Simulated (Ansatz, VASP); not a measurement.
SiO2: VASP beside Ansatz

File INCAR:

```
PREC = Accurate ; ENCUT = 520
EDIFF = 1E-7 ; ISMEAR = 0
SIGMA = 0.05 ; LREAL = False
LASPH = True ; NELM = 80
ALGO = Normal ; ISIF = 2
LWAVE = False ; LCHARG = False
GGA = PE ; NBANDS = 25
```

The input KPOINTS:

```
Automatic mesh
0
Gamma
  6 6 8
```

POSCAR

```
SiO2
1.0
    4.2361165246      0.0000000000      0.0000000000
    0.0000000000      4.2361165246      0.0000000000
    0.0000000000      0.0000000000      2.6904781099
Si O
2 4
Direct
    0.5000000000      0.5000000000      0.4349557986
    0.0000000000      0.0000000000     -0.0650442014
    0.6930152168      0.6930152168      0.0000000000
    0.1930152168      0.8069847832      0.5000000000
    0.3069847832      0.3069847832      0.0000000000
    0.8069847832      0.1930152168      0.5000000000
```

Input for Ansatz:

```yaml
crystal:
  lattice:
    - [4.2361165246, 0.0, 0.0]
    - [0.0, 4.2361165246, 0.0]
    - [0.0, 0.0, 2.6904781099]
  atoms:
    - { symbol: Si, position: [0.5, 0.5, 0.4349557986] }
    - { symbol: Si, position: [0.0, 0.0, -0.0650442014] }
    - { symbol: O, position: [0.6930152168, 0.6930152168, 0.0] }
    - { symbol: O, position: [0.1930152168, 0.8069847832, 0.5] }
    - { symbol: O, position: [0.3069847832, 0.3069847832, 0.0] }
    - { symbol: O, position: [0.8069847832, 0.1930152168, 0.5] }
basis:
  ecutwfc: 420
kpoints:
  mp_grid: { grid: [6, 6, 8] }
hamiltonian:
  xc: pbe
scf:
  occupations: { method: gaussian, width: 0.05 }
output:
  forces: true
  stress: true
  eigenvalues: true
```

Change from the starting cell: all Si atoms moved +0.175 Å, as atom 1 towards its neighbour atom 1 (Si) at 2.690 Å.

Alike in both runs: task single point; functional PBE; k mesh 6 × 6 × 8; occupations gaussian, width 0.05 eV; no spin polarisation.

```csv
,VASP,Ansatz
version,VASP 6.6.1,Ansatz 0.2.0
potentials or method,"VASP PAW PBE potentials, release 64 (Si, O), cutoff 520 eV","scalar-relativistic, plane waves, PAW"
valence electrons in the cell,32,32
```

Ansatz gave:

```
gap on the k mesh at the Fermi level (eV)                     : 4.87
least direct gap on the mesh (eV)                             : 4.87
pressure (GPa)                                                : 7.8
traceless stress, the component that is largest in VASP (GPa) : 2.70
rms of the force components (eV/Å)                            : 1.673
```

Task: Estimate VASP's values.

Result: gap on the k mesh at the Fermi level (eV): 4.86; least direct gap on the mesh (eV): 4.86; pressure (GPa): 8.1; traceless stress, the component that is largest in VASP (GPa): 3.20; rms of the force components (eV/Å): 1.708.

Atom by atom the forces differ by 0.037 eV/Å (rms over components). With one functional, cell and mesh, what is left measures potentials, basis and numerics.
